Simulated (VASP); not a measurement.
SiO2:

```xyz
6
Lattice="-2.5134 2.5134 3.6894 2.5134 -2.5134 3.6894 2.5134 2.5134 -3.6894" Properties=species:S:1:pos:R:3 pbc="T T T"
Si    0.0000    0.0000    0.0000
Si    0.0000    2.5134    1.8447
O     1.2567    2.9759    2.7670
O     0.4625    1.2567    0.9223
O    -1.2567    2.0509    2.7670
O    -0.4625    3.7701    0.9223
```

| Property | Result |
| --- | --- |
| Program | VASP 6.6.1 |
| Task | relaxation of cell and atoms |
| Functional | LDA |
| Potentials or basis | VASP PAW LDA potentials, release 64 (Si, O) |
| Cutoff | 600 eV |
| k mesh | 6 × 6 × 6 |
| Occupations | gaussian, width 0.02 eV |
| Spin | no spin polarisation |

At the start: pressure -5.4 GPa; volume 15.54 Å³/atom.

Q: Where does the relaxation end?

A: Over 17 steps the energy falls by 9.5 meV/atom and the volume is 14.71 Å³/atom (-5.3 %); space group I-42d (No. 122, to 0.05 Å).

The path:
| step | energy change (eV) | largest force (eV/Å) | pressure (GPa) | volume (Å³) |
| --- | --- | --- | --- | --- |
| 1 | 0.0000 | 0.3277 | -5.35 | 93.22 |
| 2 | 0.0598 | 0.5785 | 8.77 | 86.40 |
| 3 | -0.0541 | 0.0223 | -0.11 | 90.36 |
| 4 | -0.0541 | 0.0301 | -0.01 | 90.30 |
| 5 | -0.0542 | 0.0289 | 0.00 | 90.25 |
| 6 | -0.0546 | 0.0266 | 0.00 | 90.10 |
| 7 | -0.0553 | 0.0215 | 0.00 | 89.80 |
| 8 | -0.0561 | 0.0102 | 0.00 | 89.21 |
| 9 | -0.0553 | 0.0253 | -0.13 | 88.03 |
| 10 | -0.0562 | 0.0029 | -0.06 | 88.84 |
| 11 | -0.0564 | 0.0084 | 0.13 | 88.65 |
| 12 | -0.0565 | 0.0203 | 0.31 | 88.41 |
| 13 | -0.0567 | 0.0159 | 0.25 | 88.39 |
| 14 | -0.0569 | 0.0040 | 0.08 | 88.34 |
| 15 | -0.0568 | 0.0214 | -0.28 | 88.22 |
| 16 | -0.0570 | 0.0053 | -0.06 | 88.30 |
| 17 | -0.0570 | 0.0032 | -0.03 | 88.27 |

Final structure:
```
Si O
1.0
    -2.46077    2.46077    3.64410
     2.46077   -2.46077    3.64410
     2.46077    2.46077   -3.64410
Si O
2 4
Direct
  0.00000 0.00000 0.00000
  0.75000 0.25000 0.50000
  0.97550 0.62500 0.85050
  0.37500 0.22550 0.35050
  0.77450 0.12500 0.14950
  0.87500 0.02450 0.64950
```
